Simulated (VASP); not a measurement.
# Co3C in VASP: single point with PBEsol

Aim: the single point of Co3C with PBEsol.

Everything below comes from runs of VASP 6.6.1. Logs are shortened: lines on timing, memory, paths and dates and some standing lists are left out, and cuts for length are marked.

## (1) The cell of the first run

The cell holds a slab with vacuum, 4 atoms: a = 2.456 Å, b = 2.456 Å, c = 22.969 Å, α = 90.00°, β = 90.00°, γ = 120.00°.

## (2) Single point, PBEsol, collinear spin, ferromagnetic start

The input, INCAR:

```
SYSTEM = Co3C
PREC     = Accurate       ! precision mode
ENCUT    = 520            ! plane-wave cutoff, eV
EDIFF    = 1E-6           ! SCF threshold, eV
ISMEAR   = 0              ! smearing method
SIGMA    = 0.1            ! smearing width, eV
LREAL    = .False.        ! projectors in reciprocal space
LASPH    = .True.         ! aspherical terms in the spheres
NELM     = 150            ! most SCF steps
ALGO     = Normal         ! electronic algorithm
ISIF     = 2              ! what is computed and relaxed
LWAVE    = .False.        ! write WAVECAR
LCHARG   = .True.         ! write CHGCAR
ISPIN    = 2              ! spin polarisation
MAGMOM   = 1.94 1.89 1.94 2 ! initial moments
LORBIT   = 11             ! projections on sites
LMAXMIX  = 4              ! l up to which the mixer works
LDIPOL   = .True.       
IDIPOL   = 3            
DIPOL    = 0.5 0.5 0.492
GGA      = PS             ! functional
LELF     = .True.         ! ELF
LVHAR    = .True.       
LVACPOTAV= .True.       
NBANDS   = 28             ! bands
```

The input, KPOINTS:

```
regular mesh
0
Gamma
  12 12 1
  0 0 0
```

The input, POSCAR:

```
Co3C
1.0
    2.4564222732      0.0000000000      0.0000000000
   -1.2282111366      2.1273240910      0.0000000000
    0.0000000000      0.0000000000     22.9694135544
Co C
3 1
Direct
    0.3333333333      0.6666666667      0.3700573364
    0.6666666667      0.3333333333      0.4551379596
    0.3333333333      0.6666666667      0.5402158258
    0.3333333333      1.0000000000      0.6041216901
```

Potentials or basis: VASP PAW PBE potentials, release 64 (Co, C).

Command:

```
> cat potpaw_PBE.64/Co/POTCAR potpaw_PBE.64/C/POTCAR > POTCAR
> mpirun -np 1 vasp_std > vasp.out
```

OUTCAR:

```text
SYSTEM = Co3C
   PREC = Accurate
   ENCUT = 520
   EDIFF = 1E-6
   ISMEAR = 0
   LREAL = .False.
   LASPH = .True.
   NELM = 150
   ISIF = 2
   ISPIN = 2
   LORBIT = 11
   GGA = PS

 ion  position               nearest neighbor table
   1  0.333  0.667  0.370-   2 2.41   2 2.41   2 2.41
   2  0.667  0.333  0.455-   3 2.41   3 2.41   3 2.41   1 2.41   1 2.41   1 2.41
   3  0.333  0.667  0.540-   4 1.68   4 2.20   2 2.41   2 2.41   2 2.41
   4  0.333  0.000  0.604-   3 1.68   3 2.20

  LATTYP: Found a hexagonal cell.
 ALAT       =     2.4564222732
 C/A-ratio  =     9.3507593564

  Lattice vectors:

 A1 = (   2.4564222732,   0.0000000000,   0.0000000000)
 A2 = (  -1.2282111366,   2.1273240910,   0.0000000000)
 A3 = (   0.0000000000,   0.0000000000,  22.9694135544)

Analysis of symmetry for initial positions (statically):
=====================================================================
 Subroutine PRICEL returns:
 Original cell was already a primitive cell.

 Routine SETGRP: Setting up the symmetry group for a
 hexagonal supercell.

 Subroutine GETGRP returns: Found  1 space group operations
 (whereof  1 operations were pure point group operations)
 out of a pool of 24 trial point group operations.

The static configuration has the point symmetry C_1 .

Analysis of symmetry for dynamics (positions and initial velocities):
=====================================================================
 Subroutine PRICEL returns:
 Original cell was already a primitive cell.

 Routine SETGRP: Setting up the symmetry group for a
 hexagonal supercell.

 Subroutine GETGRP returns: Found  1 space group operations
 (whereof  1 operations were pure point group operations)
 out of a pool of 24 trial point group operations.

The dynamic configuration has the point symmetry C_1 .

Analysis of structural, dynamic, and magnetic symmetry:
=====================================================================
 Subroutine PRICEL returns:
 Original cell was already a primitive cell.

 Routine SETGRP: Setting up the symmetry group for a
 hexagonal supercell.

 Subroutine GETGRP returns: Found  1 space group operations
 (whereof  1 operations were pure point group operations)
 out of a pool of 24 trial point group operations.

The overall configuration has the point symmetry C_1 .

 Subroutine INISYM returns: Found  1 space group operations
 (whereof  1 operations are pure point group operations),
 and found     1 'primitive' translations

[... 133 lines left out ...]
 maximum number of plane-waves:      3288
   NGX =  9   NGY =  9   NGZ = 85

 dipolmoment           0.000000      0.000000     -0.029425 electrons x Angstroem

 number of electron      30.9999980 magnetization       3.6777118

 dipolmoment           0.000000      0.000000      0.046872 electrons x Angstroem

 Free energy of the ion-electron system (eV)
  ---------------------------------------------------
  ext. energy  EPLUGINS =         0.00000000
  ---------------------------------------------------
  free energy    TOTEN  =       -28.11812299 eV

  energy without entropy =      -28.10234007  energy(sigma->0) =      -28.11023153

 E-fermi :  -0.8249     XC(G=0):  -5.0824

 val. band max:       -0.8273462469   @ k =   0.0833   0.4167   0.0000
 cond. band min:      -0.8151399559   @ k =   0.3333   0.0000   0.0000
 fundamental gap:      0.0122062909
 Fermi energy:        -0.8248572717

 spin component 1

 k-point     1 :       0.0000    0.0000    0.0000
  band No.  band energies     occupation
      1     -14.4156      1.00000
      2      -9.2283      1.00000
      3      -7.2175      1.00000
      4      -6.3949      1.00000
      5      -4.2355      1.00000
      6      -3.7493      1.00000
[... 709 lines left out ...]
     26       8.1135      0.00000
     27       9.3252      0.00000

 [... further k-points ...]

 spin component 2

 k-point     1 :       0.0000    0.0000    0.0000
  band No.  band energies     occupation
      1     -14.4947      1.00000
      2      -9.1556      1.00000
      3      -7.1013      1.00000
      4      -5.8328      1.00000
      5      -3.9977      1.00000
      6      -2.9639      1.00000
[... 709 lines left out ...]
     26       8.1344      0.00000
     27       9.3433      0.00000

 [... further k-points ...]

 [bands above 27 left out]

------------------------ aborting loop because EDIFF is reached ----------------------------------------

  FORCE on cell =-STRESS in cart. coord.  units (eV):
  Direction    XX          YY          ZZ          XY          YZ          ZX
  --------------------------------------------------------------------------------------
  -------------------------------------------------------------------------------------
  Total       -0.2018440     -0.6739870      1.1253835     -0.2563179      1.3439745     -0.9802685
  in kB       -2.6942622     -8.9965403     15.0218883     -3.4213930     17.9396932    -13.0848592
  external PRESSURE =       1.1103619 kB  Pullay stress =       0.0000000 kB

 VOLUME and BASIS-vectors are now :
 -----------------------------------------------------------------------------
  energy-cutoff  :      520.00
  volume of cell :      120.03
      direct lattice vectors                 reciprocal lattice vectors
     2.456422273  0.000000000  0.000000000     0.407096130  0.235037060  0.000000000
    -1.228211137  2.127324091  0.000000000     0.000000000  0.470074120  0.000000000
     0.000000000  0.000000000 22.969413554     0.000000000  0.000000000  0.043536157

 POSITION                                       TOTAL-FORCE (eV/Angst)
 -----------------------------------------------------------------------------------
     -0.00000      1.41822      8.50000        -0.000736      0.005208      0.320088
      1.22821      0.70911     10.45425         0.081221     -0.098370     -1.050971
     -0.00000      1.41822     12.40844         0.481220     -0.705358      0.505983
      0.81881      0.00000     13.87632        -0.561706      0.798519      0.224900
 -----------------------------------------------------------------------------------
    total drift:                                0.000059      0.000044      0.000047

  FREE ENERGIE OF THE ION-ELECTRON SYSTEM (eV)
  ---------------------------------------------------
  free  energy   TOTEN  =       -28.1181229856 eV

  energy  without entropy=      -28.1023400689  energy(sigma->0) =      -28.11023153

 vacuum level on the upper side and lower side of the slab         5.975         4.352

 total charge

# of ion       s       p       d       tot
------------------------------------------
    1        0.497   0.442   7.248   8.187
    2        0.514   0.579   7.305   8.397
    3        0.547   0.711   7.519   8.777
    4        1.024   1.126   0.000   2.150
--------------------------------------------------
tot          2.582   2.859  22.072  27.512

 magnetization (x)

# of ion       s       p       d       tot
------------------------------------------
    1       -0.011  -0.042   1.767   1.715
    2       -0.011  -0.039   1.624   1.575
    3       -0.006  -0.028   0.520   0.487
    4       -0.007  -0.053   0.000  -0.060
--------------------------------------------------
tot         -0.034  -0.161   3.911   3.716
```

OSZICAR:

```text
N       E                     dE             d eps       ncg     rms          rms(c)
DAV:   1     0.228136344571E+03    0.22814E+03   -0.13142E+04  8288   0.106E+03
DAV:   2    -0.102946504981E+02   -0.23843E+03   -0.21928E+03  8716   0.258E+02
DAV:   3    -0.308119672944E+02   -0.20517E+02   -0.19247E+02 10592   0.945E+01
[... 39 lines left out ...]
DAV:  43    -0.281181184297E+02   -0.18236E-05   -0.10733E-08  6052   0.649E-04    0.509E-04
DAV:  44    -0.281181199589E+02   -0.15292E-05   -0.12456E-08  6240   0.652E-04    0.278E-04
DAV:  45    -0.281181213617E+02   -0.14028E-05   -0.87235E-09  6336   0.477E-04    0.209E-04
DAV:  46    -0.281181225102E+02   -0.11485E-05   -0.10226E-08  6212   0.497E-04    0.208E-04
DAV:  47    -0.281181229856E+02   -0.47539E-06   -0.36130E-09  6424   0.283E-04
   1 F= -.28118123E+02 E0= -.28110232E+02  d E =-.157829E-01  mag=     3.6777
```

Wall time 37 min (1 thread of Intel Xeon 8259CL, shared host); peak memory 0.52 GiB.

Results:

```yaml
Free_energy: -28.1181 eV
Largest_force: 1.059 eV/Å
Net_moment: 3.68 μB per cell
Site_moments: Co +1.72, +1.57, +0.49; C -0.06 μB
Valence_electrons_inside_the_program's_atomic_spheres: Co 8.19, 8.40, 8.78; C 2.15
```

Forces on the atoms (eV/Å):
```
Co  -0.001  0.005  0.320
Co   0.081 -0.098 -1.051
Co   0.481 -0.705  0.506
C   -0.562  0.799  0.225
```

Levels at points of the mesh, in eV from the Fermi level:
Spin up:
```
           k point  band 15  band 16  band 17  band 18  band 19  band 20
(0.00, 0.00, 0.00)    -1.57    -1.12    -1.01    -0.84    -0.81    -0.09
(0.50, 0.00, 0.00)    -0.58    -0.42    -0.27     1.25     2.30     2.64
(0.00, 0.50, 0.00)    -0.47    -0.43    -0.22     0.83     1.47     2.90
(0.50, 0.50, 0.00)    -0.47    -0.42    -0.22     0.55     1.62     2.93
```
Spin down:
| k point | band 11 | band 12 | band 13 | band 14 | band 15 | band 16 |
| --- | --- | --- | --- | --- | --- | --- |
| (0.00, 0.00, 0.00) | -1.11 | -0.82 | -0.82 | -0.61 | -0.54 | -0.01 |
| (0.50, 0.00, 0.00) | -0.60 | 0.05 | 0.42 | 0.64 | 0.82 | 1.23 |
| (0.00, 0.50, 0.00) | -0.64 | -0.32 | 0.38 | 0.69 | 0.83 | 1.21 |
| (0.50, 0.50, 0.00) | -0.66 | -0.33 | 0.31 | 0.43 | 0.84 | 1.23 |

Caveat: the PAW data sets were made with another functional, which shifts forces and pressure a little.
